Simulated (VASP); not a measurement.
# AlRu (CsCl type) (Pm-3m) in VASP: a series of runs, part 2 of 2

VASP 6.6.1.

## (3) Single point, PBE (volume scaled by 0.55)

INCAR

```
PREC = Accurate
ENCUT = 520
EDIFF = 1E-7
ISMEAR = -1
SIGMA = 0.1
LREAL = F
LASPH = T
NELM = 80
ALGO = Normal
ISIF = 2
LWAVE = F
LCHARG = F
GGA = PE
NBANDS = 16
```

KPOINTS

```
Automatic mesh
0
Gamma
  13 13 13
```

POSCAR

```
AlRu
1.0
    2.4616467969      0.0000000000      0.0000000000
    0.0000000000      2.4616467969      0.0000000000
    0.0000000000      0.0000000000      2.4616467969
Ru Al
1 1
Direct
    0.0000000000      0.0000000000      0.0000000000
    0.5000000000      0.5000000000      0.5000000000
```

Potentials or basis: VASP PAW PBE potentials, release 64 (Ru_pv, Al).

The run is started by

```console
$ cat potpaw_PBE.64/Ru_pv/POTCAR potpaw_PBE.64/Al/POTCAR > POTCAR
$ mpirun -np 1 vasp_std > vasp.out
```

OUTCAR:

```text
PREC = Accurate
   ENCUT = 520
   EDIFF = 1E-7
   ISMEAR = -1
   LREAL = F
   LASPH = T
   NELM = 80
   ISIF = 2
   GGA = PE

 ion  position               nearest neighbor table
   1  0.000  0.000  0.000-   2 2.13   2 2.13   2 2.13   2 2.13   2 2.13   2 2.13   2 2.13   2 2.13

   2  0.500  0.500  0.500-   1 2.13   1 2.13   1 2.13   1 2.13   1 2.13   1 2.13   1 2.13   1 2.13

  LATTYP: Found a simple cubic cell.
 ALAT       =     2.4616467969

  Lattice vectors:

 A1 = (   2.4616467969,   0.0000000000,   0.0000000000)
 A2 = (   0.0000000000,   2.4616467969,   0.0000000000)
 A3 = (   0.0000000000,   0.0000000000,   2.4616467969)

Analysis of symmetry for initial positions (statically):
=====================================================================
 Subroutine PRICEL returns:
 Original cell was already a primitive cell.

 Routine SETGRP: Setting up the symmetry group for a
 simple cubic supercell.

 Subroutine GETGRP returns: Found 48 space group operations
 (whereof 48 operations were pure point group operations)
 out of a pool of 48 trial point group operations.

The static configuration has the point symmetry O_h .

Analysis of symmetry for dynamics (positions and initial velocities):
=====================================================================
 Subroutine PRICEL returns:
 Original cell was already a primitive cell.

 Routine SETGRP: Setting up the symmetry group for a
 simple cubic supercell.

 Subroutine GETGRP returns: Found 48 space group operations
 (whereof 48 operations were pure point group operations)
 out of a pool of 48 trial point group operations.

The dynamic configuration has the point symmetry O_h .

 Subroutine INISYM returns: Found 48 space group operations
 (whereof 48 operations are pure point group operations),
 and found     1 'primitive' translations

----------------------------------------------------------------------------------------

                                     Primitive cell

  volume of cell :      14.9169

  direct lattice vectors                    reciprocal lattice vectors
     2.461646797  0.000000000  0.000000000     0.406232121  0.000000000  0.000000000
     0.000000000  2.461646797  0.000000000     0.000000000  0.406232121  0.000000000
     0.000000000  0.000000000  2.461646797     0.000000000  0.000000000  0.406232121

  length of vectors
     2.461646797  2.461646797  2.461646797     0.406232121  0.406232121  0.406232121

  position of ions in fractional coordinates (direct lattice)
     0.000000000  0.000000000  0.000000000
     0.500000000  0.500000000  0.500000000

  ion indices of the primitive-cell ions
   primitive index   ion index
                 1           1
                 2           2

----------------------------------------------------------------------------------------

 KPOINTS: Automatic mesh

Automatic generation of k-mesh.
 Grid dimensions read from file:
 generate k-points for:   13   13   13

 Generating k-lattice:

  Cartesian coordinates                     Fractional coordinates (reciprocal lattice)
     0.031248625  0.000000000  0.000000000     0.076923077  0.000000000  0.000000000
     0.000000000  0.031248625  0.000000000     0.000000000  0.076923077  0.000000000
     0.000000000  0.000000000  0.031248625     0.000000000  0.000000000  0.076923077

  Length of vectors
     0.031248625  0.031248625  0.031248625

  Shift w.r.t. Gamma in fractional coordinates (k-lattice)
     0.000000000  0.000000000  0.000000000

 Subroutine IBZKPT returns following result:
 ===========================================

 Found     84 irreducible k-points:

 Following reciprocal coordinates:
            Coordinates               Weight
  0.000000  0.000000  0.000000      1.000000
  0.076923  0.000000  0.000000      6.000000
  0.153846  0.000000  0.000000      6.000000
  0.230769  0.000000  0.000000      6.000000
  0.307692  0.000000  0.000000      6.000000
  0.384615  0.000000  0.000000      6.000000
[... 16 lines left out ...]
  0.307692  0.307692  0.000000     12.000000
  0.384615  0.307692  0.000000     24.000000
 [... further k-points ...]
   k-points           NKPTS =     84   k-points in BZ     NKDIM =     84   number of bands    NBANDS=     16
   number of dos      NEDOS =    301   number of ions     NIONS =      2
   total plane-waves  NPLWV =   5832
   dimension x,y,z NGX =    18 NGY =   18 NGZ =   18
   dimension x,y,z NGXF=    36 NGYF=   36 NGZF=   36
   ions per type =               1   1
   NGX,Y,Z   is equivalent  to a cutoff of  12.16, 12.16, 12.16 a.u.
   NGXF,Y,Z  is equivalent  to a cutoff of  24.31, 24.31, 24.31 a.u.
 SYSTEM =  unknown system
   PREC   = accura    normal or accurate (medium, high low for compatibility)
   ISTART =      0    job   : 0-new  1-cont  2-samecut
   ICHARG =      2    charge: 1-file 2-atom 10-const
   ISPIN  =      1    spin polarized calculation?
   LNONCOLLINEAR =      F non collinear calculations
   LSORBIT =      F    spin-orbit coupling
   LASPH  =      T    aspherical Exc in radial PAW
   ENCUT  =  520.0 eV  38.22 Ry    6.18 a.u.   4.58  4.58  4.58*2*pi/ulx,y,z
   NELM   =     80;   NELMIN=  2; NELMDL= -5     # of ELM steps
   EDIFF  = 0.1E-06   stopping-criterion for ELM
   LREAL  =      F    real-space projection
   EDIFFG = 0.1E-05   stopping-criterion for IOM
   NSW    =      0    number of steps for IOM
   IBRION =     -1    ionic relax: 0-MD 1-quasi-New 2-CG
   NFREE  =      0    steps in history (QN), initial steepest desc. (CG)
   ISIF   =      2    stress and relaxation
   ISYM   =      2    0-nonsym 1-usesym 2-fastsym
   POTIM  = 0.5000    time-step for ionic-motion
   TEBEG  =    0.0;   TEEND  =   0.0 temperature during run
   PSTRESS=    0.0 pullay stress
   NELECT =      17.0000    total number of electrons
   NUPDOWN=      -1.0000    fix difference up-down
   EMIN   =  10.00;   EMAX   =-10.00  energy-range for DOS
   EFERMI =   0.00;   METHOD = LEGACY
   ISMEAR =    -1;   SIGMA  =   0.10  broadening in eV -4-tet -1-fermi 0-gaus
   EFERMI_NEDOS =   21; number of points for ismear=-14 and -15
   IALGO  =     38    algorithm
   IMIX   =      4    mixing-type and parameters
     AMIX     =   0.40;   BMIX     =  1.00
     AMIX_MAG =   1.60;   BMIX_MAG =  1.00
  volume/ion in A,a.u.               =       7.46        50.33
  Fermi-wavevector in a.u.,A,eV,Ry     =   1.710010  3.231451 39.785276  2.924135
  Thomas-Fermi vector in A             =   2.788388
   LORBIT       =      0    0 simple, 1 ext, 2 COOP (PROOUT), +10 PAW based schemes
   GGA     = PE    functional components
   LHFCALC =     F    Hartree Fock is set to
   AEXX    =    0.0000 exact exchange contribution
   IVDW    =     0    specifies the selected vdW correction
   LEPSILON=     F    determine dielectric tensor
   LRPA    =     F    only Hartree local field effects (RPA)
 non-spin polarized calculation
  energy-cutoff  :      520.00
  volume of cell :       14.92
 maximum number of plane-waves:       417
   NGX =  9   NGY =  9   NGZ =  9

 number of electron      17.0000001 magnetization

 Free energy of the ion-electron system (eV)
  ---------------------------------------------------
  ext. energy  EPLUGINS =         0.00000000
  ---------------------------------------------------
  free energy    TOTEN  =        -4.38936989 eV

  energy without entropy =       -4.36771181  energy(sigma->0) =       -4.37854085

 E-fermi :  21.8436     XC(G=0): -15.8891

 val. band max:       21.8117526359   @ k =   0.3846   0.3846   0.1538
 cond. band min:      21.8830479308   @ k =   0.3846   0.0769   0.0769
 fundamental gap:      0.0712952949
 Fermi energy:        21.8435756351

 k-point     1 :       0.0000    0.0000    0.0000
  band No.  band energies     occupation
      1     -20.5293      2.00000
      2     -20.5293      2.00000
      3     -20.5293      2.00000
      4       8.5501      2.00000
      5      13.2079      2.00000
      6      13.2079      2.00000
[... 8 lines left out ...]
     15      36.1829      0.00000
     16      44.3659      0.00000

 k-point     2 :       0.0769    0.0000    0.0000
  band No.  band energies     occupation
      1     -20.6272      2.00000
      2     -20.5218      2.00000
      3     -20.5218      2.00000
      4       8.7533      2.00000
      5      13.2907      2.00000
      6      13.3973      2.00000
[... 8 lines left out ...]
     15      36.8360      0.00000
     16      44.4950      0.00000
[... 387 lines left out ...]
      5      14.2000      2.00000
      6      17.6072      2.00000
[... 8 lines left out ...]
     15      41.3351      0.00000
     16      42.4661      0.00000

 k-point    24 :       0.3846    0.3077    0.0000
  band No.  band energies     occupation
      1     -21.7523      2.00000
      2     -21.4223      2.00000
      3     -20.3095      2.00000
      4      12.1662      2.00000
      5      14.3312      2.00000
      6      18.0971      2.00000
[... 8 lines left out ...]
     15      40.6453      0.00000
     16      42.4723      0.00000

 [... further k-points ...]
[... 5 lines left out ...]
  --------------------------------------------------------------------------------------
  -------------------------------------------------------------------------------------
  Total       40.7865682     40.7865682     40.7865682     -0.0000000      0.0000000     -0.0000000
  in kB     4380.7707801   4380.7707801   4380.7707801     -0.0000000      0.0000000     -0.0000000
  external PRESSURE =    4380.7707801 kB  Pullay stress =       0.0000000 kB

 VOLUME and BASIS-vectors are now :
 -----------------------------------------------------------------------------
  energy-cutoff  :      520.00
  volume of cell :       14.92
      direct lattice vectors                 reciprocal lattice vectors
     2.461646797  0.000000000  0.000000000     0.406232121  0.000000000  0.000000000
     0.000000000  2.461646797  0.000000000     0.000000000  0.406232121  0.000000000
     0.000000000  0.000000000  2.461646797     0.000000000  0.000000000  0.406232121

 POSITION                                       TOTAL-FORCE (eV/Angst)
 -----------------------------------------------------------------------------------
      0.00000      0.00000      0.00000         0.000000      0.000000      0.000000
      1.23082      1.23082      1.23082         0.000000      0.000000      0.000000
 -----------------------------------------------------------------------------------
    total drift:                                0.000000     -0.000000      0.000000

  FREE ENERGIE OF THE ION-ELECTRON SYSTEM (eV)
  ---------------------------------------------------
  free  energy   TOTEN  =        -4.3893698931 eV

  energy  without entropy=       -4.3677118075  energy(sigma->0) =       -4.37854085
```

stdout:

```text
POSCAR found type information on POSCAR RuAl
 POSCAR found :  2 types and       2 ions
 scaLAPACK will be used
 LDA part: xc-table for (Slater+PW92), standard interpolation
 POSCAR, INCAR and KPOINTS ok, starting setup
 FFT: planning ... GRIDC
 FFT: planning ... GRID_SOFT
 FFT: planning ... GRID
 WAVECAR not read
 entering main loop
```

Run time: 12 s. Hardware: 1 thread of Intel Xeon 6975P-C (Granite Rapids), shared host; peak memory 0.13 GiB.

Results:

| Property | Result |
| --- | --- |
| Free energy | -4.3894 eV |
| Pressure | 438.1 GPa |

Levels at points of the mesh, in eV from the Fermi level:
```
           k point  band 6  band 7  band 8  band 9  band 10  band 11  band 12  band 13
(0.00, 0.00, 0.00)   -8.64    0.11    0.11    0.11     9.62     9.62     9.62    12.23
```

## (4) Single point, PBE (volume scaled by 0.64)

INCAR

```
  PREC = Accurate
  ENCUT = 520
  EDIFF = 1E-6
  ISMEAR = -1
  SIGMA = 0.1
  LREAL = F
  LASPH = T
  NELM = 60
  ALGO = Normal
  ISIF = 2
  LWAVE = F
  LCHARG = F
  GGA = PE
  NBANDS = 16
```

KPOINTS

```
regular mesh
0
Gamma
  13 13 13
```

POSCAR

```
AlRu
1.0
    2.5891954447      0.0000000000      0.0000000000
    0.0000000000      2.5891954447      0.0000000000
    0.0000000000      0.0000000000      2.5891954447
Ru Al
1 1
Direct
    0.0000000000      0.0000000000      0.0000000000
    0.5000000000      0.5000000000      0.5000000000
```

The run is started by

```console
$ cat potpaw_PBE.64/Ru_pv/POTCAR potpaw_PBE.64/Al/POTCAR > POTCAR
$ mpirun -np 1 vasp_std > vasp.out
```

It took 11 s on 1 thread of Intel Xeon 6975P-C (Granite Rapids), shared host; peak memory 0.13 GiB.

It converged, with:

* Free energy: -9.3875 eV
* Pressure: 238.1 GPa

Levels at points of the mesh, in eV from the Fermi level:
| k point | band 7 | band 8 | band 9 | band 10 | band 11 | band 12 |
| --- | --- | --- | --- | --- | --- | --- |
| (0.00, 0.00, 0.00) | 0.21 | 0.21 | 0.21 | 8.56 | 8.56 | 8.56 |
